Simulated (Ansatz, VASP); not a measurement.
TiO in VASP and in Ansatz

POSCAR

```
TiO
1.0
    2.8516080131      0.0000000000      0.0000000000
   -1.4258040066      2.4695649810      0.0000000000
    0.0000000000      0.0000000000      5.5675030000
Ti O
2 2
Direct
    0.3333333333      0.6666666667      0.2500000000
    0.6666666667      0.3333333333      0.7500000000
    0.0000000000      0.0000000000      0.0000000000
    0.0000000000      0.0000000000      0.5000000000
```

Contents of INCAR.step1:

```
SYSTEM = TiO
PREC = Accurate ; ENCUT = 520
ISMEAR = -1 ; SIGMA = 0.3
LREAL = .FALSE. ; LASPH = .TRUE.
NELM = 80 ; NBANDS = 26
GGA = PE ; ALGO = Normal
EDIFF = 1E-4 ; LWAVE = .TRUE.
LCHARG = .FALSE.
```

INCAR.step2

```
SYSTEM = TiO
PREC = Accurate ; ENCUT = 520
EDIFF = 1E-7 ; ISMEAR = -1
SIGMA = 0.3 ; LREAL = .FALSE.
LASPH = .TRUE. ; NELM = 80
ALGO = Normal ; ISIF = 2
LWAVE = .FALSE. ; LCHARG = .TRUE.
METAGGA = R2SCAN ; LMIXTAU = .TRUE.
LELF = .TRUE. ; LVHAR = .TRUE.
NBANDS = 26 ; ISTART = 1
```

File KPOINTS:

```
Automatic mesh
0
G
  18 18 8
  0 0 0
```

Input for Ansatz:

```yaml
crystal:
  lattice:
    - [2.8516080131, 0.0, 0.0]
    - [-1.4258040066, 2.469564981, 0.0]
    - [0.0, 0.0, 5.567503]
  atoms:
    - { symbol: Ti, position: [0.3333333333, 0.6666666667, 0.25] }
    - { symbol: Ti, position: [0.6666666667, 0.3333333333, 0.75] }
    - { symbol: O, position: [0.0, 0.0, 0.0] }
    - { symbol: O, position: [0.0, 0.0, 0.5] }
basis:
  ecutwfc: 500
kpoints:
  mp_grid: { grid: [18, 18, 8] }
hamiltonian:
  xc: r2scan
scf:
  occupations: { method: fermi_dirac, width: 0.3 }
output:
  forces: true
  stress: true
  eigenvalues: true
```

Alike in both runs: task single point; functional r2SCAN; k mesh 18 × 18 × 8; occupations fermi-dirac, width 0.3 eV; no spin polarisation.

|  | VASP | Ansatz |
| --- | --- | --- |
| version | VASP 6.6.1 | Ansatz 0.2.0 |
| potentials or method | VASP PAW PBE potentials, release 64 (Ti_sv, O), cutoff 520 eV | scalar-relativistic, plane waves, PAW |
| valence electrons in the cell | 36 | 36 |

```tsv
	VASP	Ansatz	Ansatz less VASP
gap on the k mesh at the Fermi level (eV)	none	none	-
pressure (GPa)	-2.5	-4.2	-1.68
traceless stress, the component that is largest in VASP (GPa)	-0.75	-1.00	-0.247
```

VASP's potentials were made for PBE, not for r2SCAN. A gap of «none» marks a metal or a gap that the smearing closes. With one functional, cell and mesh, what is left measures potentials, basis and numerics.
